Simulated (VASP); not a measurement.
# PbF2 (Fm-3m) in VASP: a series of runs

Aim: see how the results for PbF2 move with the level of theory and the settings. Levels: PBE, r2SCAN, HSE06, PBE-based screened hybrid with 75 % exact exchange. Tasks: single point.

Everything below comes from runs of VASP 6.6.1. Logs are shortened: lines on timing, memory, paths and dates and some standing lists are left out, and cuts for length are marked.

### Step 1. The cell of the first run

Symmetry: Fm-3m, No. 225, cubic system. The conventional cell has a = 5.892 Å, b = 5.892 Å, c = 5.892 Å, α = 90.00°, β = 90.00°, γ = 90.00°. Pb (site symmetry m-3m) has 8 F at 2.55 Å within 3.4 Å. Within 3.4 Å of F (site symmetry -43m) lie 4 Pb at 2.55 Å and 6 F at 2.95 Å.

### Step 2. Single point, PBE

Input file INCAR:

```
ALGO = Normal ; EDIFF = 1E-6
ENCUT = 520 ; GGA = PE
ISIF = 2 ; ISMEAR = -5
LASPH = True ; LCHARG = False
LREAL = False ; LWAVE = False
NBANDS = 21 ; NELM = 100
PREC = Accurate ; SIGMA = 0.1
```

Input file KPOINTS:

```
k-points
0
Gamma
  6 6 6
```

Input file POSCAR:

```
PbF2
1.0
    0.0000000000      2.9458082816      2.9458082816
    2.9458082816      0.0000000000      2.9458082816
    2.9458082816      2.9458082816      0.0000000000
Pb F
1 2
Direct
    0.0000000000      0.0000000000      0.0000000000
    0.2500000000      0.2500000000      0.2500000000
    0.7500000000      0.7500000000      0.7500000000
```

Potentials or basis: VASP PAW PBE potentials, release 64 (Pb_d, F).

Launch:

```sh
> cat potpaw_PBE.64/Pb_d/POTCAR potpaw_PBE.64/F/POTCAR > POTCAR
> mpirun -np 1 vasp_std > vasp.out
```

OUTCAR:

```text
EDIFF = 1E-6
   ENCUT = 520
   GGA = PE
   ISIF = 2
   ISMEAR = -5
   LASPH = True
   LREAL = False
   NELM = 100
   PREC = Accurate

 ion  position               nearest neighbor table
   1  0.000  0.000  0.000-   2 2.55   3 2.55   3 2.55   3 2.55   3 2.55   2 2.55   2 2.55   2 2.55

   2  0.250  0.250  0.250-   1 2.55   1 2.55   1 2.55   1 2.55
   3  0.750  0.750  0.750-   1 2.55   1 2.55   1 2.55   1 2.55

  LATTYP: Found a face centered cubic cell.
 ALAT       =     5.8916165632

  Lattice vectors:

 A1 = (   0.0000000000,   2.9458082816,   2.9458082816)
 A2 = (   2.9458082816,   0.0000000000,   2.9458082816)
 A3 = (   2.9458082816,   2.9458082816,   0.0000000000)

Analysis of symmetry for initial positions (statically):
=====================================================================
 Subroutine PRICEL returns:
 Original cell was already a primitive cell.

 Routine SETGRP: Setting up the symmetry group for a
 face centered cubic supercell.

 Subroutine GETGRP returns: Found 48 space group operations
 (whereof 48 operations were pure point group operations)
 out of a pool of 48 trial point group operations.

The static configuration has the point symmetry O_h .

Analysis of symmetry for dynamics (positions and initial velocities):
=====================================================================
 Subroutine PRICEL returns:
 Original cell was already a primitive cell.

 Routine SETGRP: Setting up the symmetry group for a
 face centered cubic supercell.

 Subroutine GETGRP returns: Found 48 space group operations
 (whereof 48 operations were pure point group operations)
 out of a pool of 48 trial point group operations.

The dynamic configuration has the point symmetry O_h .

 Subroutine INISYM returns: Found 48 space group operations
 (whereof 48 operations are pure point group operations),
 and found     1 'primitive' translations

----------------------------------------------------------------------------------------

                                     Primitive cell

  volume of cell :      51.1262

  direct lattice vectors                    reciprocal lattice vectors
     0.000000000  2.945808282  2.945808282    -0.169732702  0.169732702  0.169732702
     2.945808282  0.000000000  2.945808282     0.169732702 -0.169732702  0.169732702
[... 76 lines left out ...]
   LSORBIT =      F    spin-orbit coupling
   LASPH  =      T    aspherical Exc in radial PAW
   ENCUT  =  520.0 eV  38.22 Ry    6.18 a.u.   7.75  7.75  7.75*2*pi/ulx,y,z
   NELM   =    100;   NELMIN=  2; NELMDL= -5     # of ELM steps
   EDIFF  = 0.1E-05   stopping-criterion for ELM
   LREAL  =      F    real-space projection
   EDIFFG = 0.1E-04   stopping-criterion for IOM
   NSW    =      0    number of steps for IOM
   IBRION =     -1    ionic relax: 0-MD 1-quasi-New 2-CG
   NFREE  =      0    steps in history (QN), initial steepest desc. (CG)
   ISIF   =      2    stress and relaxation
   ISYM   =      2    0-nonsym 1-usesym 2-fastsym
   POTIM  = 0.5000    time-step for ionic-motion
   TEBEG  =    0.0;   TEEND  =   0.0 temperature during run
   PSTRESS=    0.0 pullay stress
   NELECT =      28.0000    total number of electrons
   NUPDOWN=      -1.0000    fix difference up-down
   EMIN   =  10.00;   EMAX   =-10.00  energy-range for DOS
   EFERMI =   0.00;   METHOD = LEGACY
   ISMEAR =    -5;   SIGMA  =   0.10  broadening in eV -4-tet -1-fermi 0-gaus
   EFERMI_NEDOS =   21; number of points for ismear=-14 and -15
   IALGO  =     38    algorithm
   IMIX   =      4    mixing-type and parameters
     AMIX     =   0.40;   BMIX     =  1.00
     AMIX_MAG =   1.60;   BMIX_MAG =  1.00
  volume/ion in A,a.u.               =      17.04       115.01
  Fermi-wavevector in a.u.,A,eV,Ry     =   1.339408  2.531115 24.409055  1.794015
  Thomas-Fermi vector in A             =   2.467803
   LORBIT       =      0    0 simple, 1 ext, 2 COOP (PROOUT), +10 PAW based schemes
   GGA     = PE    functional components
   LHFCALC =     F    Hartree Fock is set to
   AEXX    =    0.0000 exact exchange contribution
   IVDW    =     0    specifies the selected vdW correction
   LEPSILON=     F    determine dielectric tensor
   LRPA    =     F    only Hartree local field effects (RPA)
 non-spin polarized calculation
 Fermi weights with tetrahedron method with Bloechl corrections
  energy-cutoff  :      520.00
  volume of cell :       51.13
 maximum number of plane-waves:      1411
   NGX = 15   NGY = 15   NGZ = 15

 number of electron      27.9999995 magnetization

 Free energy of the ion-electron system (eV)
  ---------------------------------------------------
  ext. energy  EPLUGINS =         0.00000000
  ---------------------------------------------------
  free energy    TOTEN  =       -14.31349770 eV

  energy without entropy =      -14.31349770  energy(sigma->0) =      -14.31349770

 E-fermi :   2.1957     XC(G=0):  -9.4971

 val. band max:        2.0915946789   @ k =  -0.3333   0.3333   0.1667
 cond. band min:       6.5290636259   @ k =   0.5000   0.5000   0.0000
 fundamental gap:      4.4374689470
 Fermi energy:         2.1957009500

 k-point     1 :       0.0000    0.0000    0.0000
  band No.  band energies     occupation
      1     -19.1333      2.00000
      2     -18.4797      2.00000
      3     -12.3451      2.00000
      4     -12.3451      2.00000
      5     -12.3451      2.00000
      6     -12.2803      2.00000
[... 373 lines left out ...]
     20      17.5377      0.00000
     21      18.7651      0.00000

------------------------ aborting loop because EDIFF is reached ----------------------------------------

  FORCE on cell =-STRESS in cart. coord.  units (eV):
  Direction    XX          YY          ZZ          XY          YZ          ZX
  --------------------------------------------------------------------------------------
  -------------------------------------------------------------------------------------
  Total        1.2704898      1.2704898      1.2704898      0.0000000      0.0000000      0.0000000
  in kB       39.8142297     39.8142297     39.8142297      0.0000000      0.0000000      0.0000000
  external PRESSURE =      39.8142297 kB  Pullay stress =       0.0000000 kB

 VOLUME and BASIS-vectors are now :
 -----------------------------------------------------------------------------
  energy-cutoff  :      520.00
  volume of cell :       51.13
      direct lattice vectors                 reciprocal lattice vectors
     0.000000000  2.945808282  2.945808282    -0.169732702  0.169732702  0.169732702
     2.945808282  0.000000000  2.945808282     0.169732702 -0.169732702  0.169732702
     2.945808282  2.945808282  0.000000000     0.169732702  0.169732702 -0.169732702

 POSITION                                       TOTAL-FORCE (eV/Angst)
 -----------------------------------------------------------------------------------
      0.00000      0.00000      0.00000        -0.000000      0.000000     -0.000000
      1.47290      1.47290      1.47290        -0.000000     -0.000000     -0.000000
      4.41871      4.41871      4.41871         0.000000      0.000000      0.000000
 -----------------------------------------------------------------------------------
    total drift:                                0.000000     -0.000000      0.000000

  FREE ENERGIE OF THE ION-ELECTRON SYSTEM (eV)
  ---------------------------------------------------
  free  energy   TOTEN  =       -14.3134977037 eV

  energy  without entropy=      -14.3134977037  energy(sigma->0) =      -14.31349770
```

stdout:

```text
POSCAR found type information on POSCAR PbF
 POSCAR found :  2 types and       3 ions
 scaLAPACK will be used
 LDA part: xc-table for (Slater+PW92), standard interpolation
 POSCAR, INCAR and KPOINTS ok, starting setup
 FFT: planning ... GRIDC
 FFT: planning ... GRID_SOFT
 FFT: planning ... GRID
 WAVECAR not read
 entering main loop
```

Wall time 21 s (1 thread of AMD EPYC 7R43 (Zen 3), shared host); peak memory 0.13 GiB.

What came out:

- Free energy: -14.3135 eV
- Pressure: 4.0 GPa
- Band gap on the k mesh: 4.44 eV (least direct gap 4.56 eV)

Caveat: the cell stands under pressure; spin-orbit coupling is left out, which moves the levels of the heavy elements. A k mesh can miss the band edges.

### Step 3. Single point, r2SCAN

POSCAR is that of step 2.

Input file INCAR.step1:

```
  PREC = Accurate
  ENCUT = 520
  ISMEAR = 0
  SIGMA = 0.01
  LREAL = False
  LASPH = True
  NELM = 80
  NBANDS = 21
  GGA = PE
  ALGO = Normal
  EDIFF = 1E-4
  LWAVE = True
  LCHARG = False
```

Input file INCAR.step2:

```
  PREC = Accurate
  ENCUT = 520
  EDIFF = 1E-6
  ISMEAR = 0
  SIGMA = 0.01
  LREAL = False
  LASPH = True
  NELM = 80
  ALGO = Normal
  ISIF = 2
  LWAVE = False
  LCHARG = True
  METAGGA = R2SCAN
  LMIXTAU = True
  LELF = True
  LVHAR = True
  NBANDS = 21
  ISTART = 1
```

Input file KPOINTS:

```
regular mesh
0
Gamma
  6 6 6
```

Potentials or basis: VASP PAW PBE potentials, release 64 (Pb_d, F).

Launch:

```sh
> cat potpaw_PBE.64/Pb_d/POTCAR potpaw_PBE.64/F/POTCAR > POTCAR
> cp INCAR.step1 INCAR
> mpirun -np 1 vasp_std > vasp.out
> cp INCAR.step2 INCAR
> mpirun -np 1 vasp_std > vasp.out
```

OUTCAR:

```text
PREC = Accurate
   ENCUT = 520
   EDIFF = 1E-6
   ISMEAR = 0
   LREAL = False
   LASPH = True
   NELM = 80
   ISIF = 2
   METAGGA = R2SCAN
   ISTART = 1

 ion  position               nearest neighbor table
   1  0.000  0.000  0.000-   2 2.55   3 2.55   3 2.55   3 2.55   3 2.55   2 2.55   2 2.55   2 2.55

   2  0.250  0.250  0.250-   1 2.55   1 2.55   1 2.55   1 2.55
   3  0.750  0.750  0.750-   1 2.55   1 2.55   1 2.55   1 2.55
[... 569 lines left out ...]

  FORCE on cell =-STRESS in cart. coord.  units (eV):
  Direction    XX          YY          ZZ          XY          YZ          ZX
  --------------------------------------------------------------------------------------
  -------------------------------------------------------------------------------------
  Total        0.3635953      0.3635953      0.3635953     -0.0000000      0.0000000      0.0000000
  in kB       11.3942406     11.3942406     11.3942406     -0.0000000      0.0000000      0.0000000
  external PRESSURE =      11.3942406 kB  Pullay stress =       0.0000000 kB

 VOLUME and BASIS-vectors are now :
 -----------------------------------------------------------------------------
  energy-cutoff  :      520.00
  volume of cell :       51.13
      direct lattice vectors                 reciprocal lattice vectors
     0.000000000  2.945808282  2.945808282    -0.169732702  0.169732702  0.169732702
     2.945808282  0.000000000  2.945808282     0.169732702 -0.169732702  0.169732702
     2.945808282  2.945808282  0.000000000     0.169732702  0.169732702 -0.169732702

 POSITION                                       TOTAL-FORCE (eV/Angst)
 -----------------------------------------------------------------------------------
      0.00000      0.00000      0.00000        -0.000000     -0.000000     -0.000000
      1.47290      1.47290      1.47290         0.000000      0.000000      0.000000
      4.41871      4.41871      4.41871        -0.000000     -0.000000     -0.000000
 -----------------------------------------------------------------------------------
    total drift:                                0.000000     -0.000000      0.000000

  FREE ENERGIE OF THE ION-ELECTRON SYSTEM (eV)
  ---------------------------------------------------
  free  energy   TOTEN  =       -70.1577640926 eV

  energy  without entropy=      -70.1577640926  energy(sigma->0) =      -70.15776409
```

Run time: 94 s. Hardware: 1 thread of AMD EPYC 7R43 (Zen 3), shared host; peak memory 0.15 GiB.

Results:

```yaml
Free_energy: -70.1578 eV
Pressure: 1.1 GPa
Band_gap_on_the_k_mesh: 4.96 eV (least direct gap 5.07 eV)
```

Caveat: the PAW data sets were made with another functional, which shifts forces and pressure a little; spin-orbit coupling is left out, which moves the levels of the heavy elements. A k mesh can miss the band edges.

### Step 4. Single point, PBE

Input file INCAR:

```
  PREC = Accurate
  ENCUT = 520
  EDIFF = 1E-6
  ISMEAR = 0
  SIGMA = 0.01
  LREAL = False
  LASPH = True
  NELM = 80
  ALGO = Normal
  ISIF = 2
  LWAVE = False
  LCHARG = True
  GGA = PE
  LELF = True
  LVHAR = True
  NBANDS = 21
  ISYM = 0
```

Input file KPOINTS:

```
Automatic mesh
0
Gamma
  6 6 6
  0.5 0.5 0.5
```

POSCAR is that of step 3.

Launch:

```sh
> cat potpaw_PBE.64/Pb_d/POTCAR potpaw_PBE.64/F/POTCAR > POTCAR
> mpirun -np 1 vasp_std > vasp.out
```

Wall time 7.4 min (1 thread of AMD EPYC 7R43 (Zen 3), shared host); peak memory 0.46 GiB.

The run converged. Its results:

```
Free energy            : -14.3135 eV
Pressure               : 4.0 GPa
Band gap on the k mesh : 4.56 eV (least direct gap 4.69 eV)
```

Levels at points of the mesh, in eV from the valence-band top:
```
           k point  band 10  band 11  band 12  band 13  band 14  band 15  band 16  band 17  band 18  band 19
(0.08, 0.08, 0.08)    -2.59    -2.59    -2.09    -2.09    -1.86     6.53     6.87     6.87    11.16    14.98
```

Caveat: the cell stands under pressure; spin-orbit coupling is left out, which moves the levels of the heavy elements; a shifted mesh leaves out Γ, where band edges can lie. Expect the measured gap to be larger: semilocal functionals such as PBE lack the derivative discontinuity.

### Step 5. Single point, HSE06

POSCAR is that of step 4.

Input file INCAR.step1:

```
ALGO = Normal ; EDIFF = 1E-5
ENCUT = 520 ; GGA = PE
ISIF = 2 ; ISMEAR = 0
LASPH = True ; LCHARG = False
LREAL = False ; LWAVE = True
NBANDS = 21 ; NELM = 60
PREC = Accurate ; SIGMA = 0.01
```

Input file INCAR.step2:

```
ALGO = Normal ; EDIFF = 1E-6
ENCUT = 520 ; GGA = PE
HFSCREEN = 0.2079 ; ISIF = 2
ISMEAR = 0 ; ISTART = 1
LASPH = True ; LCHARG = False
LHFCALC = True ; LREAL = False
LWAVE = False ; NBANDS = 21
NELM = 60 ; PREC = Accurate
PRECFOCK = Normal ; SIGMA = 0.01
```

Input file KPOINTS:

```
k-points
0
Gamma
  4 4 4
```

Launch:

```sh
> cat potpaw_PBE.64/Pb_d/POTCAR potpaw_PBE.64/F/POTCAR > POTCAR
> cp INCAR.step1 INCAR
> mpirun -np 1 vasp_std > vasp.out
> cp INCAR.step2 INCAR
> mpirun -np 1 vasp_std > vasp.out
```

Run time: 19 min. Hardware: 1 thread of AMD EPYC 7R43 (Zen 3), shared host; peak memory 0.25 GiB.

The run converged. Its results:

| Quantity | Value |
| --- | --- |
| Free energy | -17.8230 eV |
| Pressure | 2.3 GPa |
| Band gap on the k mesh | 5.71 eV (least direct gap 5.84 eV) |

Levels at points of the mesh, in eV from the valence-band top:
```
           k point  band 12  band 13  band 14  band 15  band 16  band 17
(0.00, 0.00, 0.00)    -2.75    -2.75    -2.75     8.20     8.20     8.20
(0.50, 0.00, 0.00)    -2.93    -2.93    -0.14     6.25     9.20     9.20
(0.50, 0.50, 0.00)    -2.29    -2.29    -0.14     5.71     9.46     9.46
```

Caveat: the k points lie up to 0.46 Å⁻¹ apart; the PAW data sets were made with another functional, which shifts forces and pressure a little; spin-orbit coupling is left out, which moves the levels of the heavy elements. A k mesh can miss the band edges.

### Step 6. Single point, PBE-based screened hybrid with 75 % exact exchange

POSCAR is that of step 5.

Input file INCAR.step1:

```
SYSTEM = PbF2
PREC = Accurate
ENCUT = 520
EDIFF = 1E-5
ISMEAR = 0
SIGMA = 0.01
LREAL = .False.
LASPH = .True.
NELM = 100
ALGO = Normal
ISIF = 2
LWAVE = .True.
NBANDS = 21
GGA = PE
```

Input file INCAR.step2:

```
SYSTEM = PbF2
PREC = Accurate
ENCUT = 520
EDIFF = 1E-7
ISMEAR = 0
SIGMA = 0.01
LREAL = .False.
LASPH = .True.
NELM = 100
ALGO = Normal
ISIF = 2
LWAVE = .False.
LCHARG = .True.
GGA = PE
LHFCALC = .True.
AEXX = 0.75
HFSCREEN = 0.1
PRECFOCK = Normal
LELF = .True.
LVHAR = .True.
NBANDS = 21
ISTART = 1
```

Input file KPOINTS:

```
regular mesh
0
Gamma
  4 4 4
  0 0 0
```

Potentials or basis: VASP PAW PBE potentials, release 64 (Pb_d, F).

Launch:

```sh
> cat potpaw_PBE.64/Pb_d/POTCAR potpaw_PBE.64/F/POTCAR > POTCAR
> cp INCAR.step1 INCAR
> mpirun -np 1 vasp_std > vasp.out
> cp INCAR.step2 INCAR
> mpirun -np 1 vasp_std > vasp.out
```

Run time: 32 min. Hardware: 1 thread of AMD EPYC 7R43 (Zen 3), shared host; peak memory 0.26 GiB.

It converged, with:

```
Free energy            : -27.2453 eV
Pressure               : -0.8 GPa
Band gap on the k mesh : 9.44 eV (least direct gap 9.55 eV)
```

Levels at points of the mesh, in eV from the valence-band top:
| k point | band 11 | band 12 | band 13 | band 14 | band 15 | band 16 | band 17 | band 18 |
| --- | --- | --- | --- | --- | --- | --- | --- | --- |
| (0.00, 0.00, 0.00) | -4.39 | -4.39 | -4.39 | -4.28 | 12.16 | 12.16 | 12.16 | 15.59 |
| (0.50, 0.00, 0.00) | -5.14 | -4.61 | -4.61 | -0.32 | 9.82 | 13.30 | 13.30 | 18.51 |
| (0.50, 0.50, 0.00) | -3.92 | -3.91 | -3.91 | -0.11 | 9.44 | 13.56 | 13.56 | 13.71 |

Caveat: the k points lie up to 0.46 Å⁻¹ apart; the PAW data sets were made with another functional, which shifts forces and pressure a little; spin-orbit coupling is left out, which moves the levels of the heavy elements.

### Step 7. The runs side by side

| level | k mesh | smearing | grid for exact exchange (PRECFOCK) | share of exact exchange | screening parameter | gap on the mesh (eV) | pressure (GPa) |
| --- | --- | --- | --- | --- | --- | --- | --- |
| PBE | 6 × 6 × 6 | tetrahedron | - | - | - | 4.44 | 4.0 |
| r2SCAN | 6 × 6 × 6 | gaussian 0.01 eV | - | - | - | 4.96 | 1.1 |
| PBE | 6 × 6 × 6, shifted | gaussian 0.01 eV | - | - | - | 4.56 | 4.0 |
| HSE06 | 4 × 4 × 4 | gaussian 0.01 eV | Normal | 0.25 | 0.2079 1/Å | 5.71 | 2.3 |
| PBE-based screened hybrid with 75 % exact exchange | 4 × 4 × 4 | gaussian 0.01 eV | Normal | 0.75 | 0.1 1/Å | 9.44 | -0.8 |

Alike in all rows: task single point; potentials or basis VASP PAW PBE potentials, release 64 (Pb_d, F); no spin polarisation; cell as given; cutoff (eV) 520.

Caveats: some runs use coarse meshes; spin-orbit coupling is left out, which moves the levels of the heavy elements; the PAW data sets were made with another functional, which shifts forces and pressure a little (at least some runs); the cell stands under pressure (at least some runs); a shifted mesh leaves out Γ, where band edges can lie (at least some runs).

Absolute energies hang on the potentials; compare differences alone.
